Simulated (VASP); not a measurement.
Input of a VASP 6.6.1 run:

POSCAR

```
La
1.0
   -2.1095767417      2.1095767417      2.1095767417
    2.1095767417     -2.1095767417      2.1095767417
    2.1095767417      2.1095767417     -2.1095767417
La
1
Direct
    0.0000000000      0.0000000000      0.0000000000
```

File INCAR.step1:

```
ALGO     = Normal         # electronic algorithm
EDIFF    = 1E-5           # SCF threshold, eV
ENCUT    = 550            # plane-wave cutoff, eV
GGA      = PE             # functional
GGA_COMPAT= False        
ISMEAR   = -1             # smearing method
LASPH    = True           # aspherical terms in the spheres
LCHARG   = False          # write CHGCAR
LMAXMIX  = 6              # l up to which the mixer works
LREAL    = False          # projectors in reciprocal space
LWAVE    = True           # write WAVECAR
NBANDS   = 12             # bands
NELM     = 200            # most SCF steps
PREC     = Accurate       # precision mode
SIGMA    = 0.05           # smearing width, eV
```

INCAR.step2

```
ALGO     = Normal         # electronic algorithm
EDIFF    = 1E-6           # SCF threshold, eV
ENCUT    = 550            # plane-wave cutoff, eV
GGA_COMPAT= False        
ISIF     = 2              # what is computed and relaxed
ISMEAR   = -1             # smearing method
ISTART   = 1            
LASPH    = True           # aspherical terms in the spheres
LCHARG   = False          # write CHGCAR
LMAXMIX  = 6              # l up to which the mixer works
LMIXTAU  = True         
LREAL    = False          # projectors in reciprocal space
LWAVE    = False          # write WAVECAR
METAGGA  = R2SCAN         # meta-GGA
NBANDS   = 12             # bands
NELM     = 200            # most SCF steps
PREC     = Accurate       # precision mode
SIGMA    = 0.05           # smearing width, eV
```

Contents of KPOINTS:

```
k-points
0
Gamma
  9 9 9
```

Potentials or basis: VASP PAW PBE potentials, release 64 (La).

Run with:

```bash
$ cat potpaw_PBE.64/La/POTCAR > POTCAR
$ cp INCAR.step1 INCAR
$ mpirun -np 1 vasp_std > vasp.out
$ cp INCAR.step2 INCAR
$ mpirun -np 1 vasp_std > vasp.out
```

Q: What does it give for the pressure?

A: 0.3 GPa.

Q: Estimate the band gap on the k mesh.

A: Zero (an odd number of electrons rules out a gap without spin polarisation).

Caveat: the PAW data sets were made with another functional, which shifts forces and pressure a little; spin-orbit coupling is left out, which moves the levels of the heavy elements.
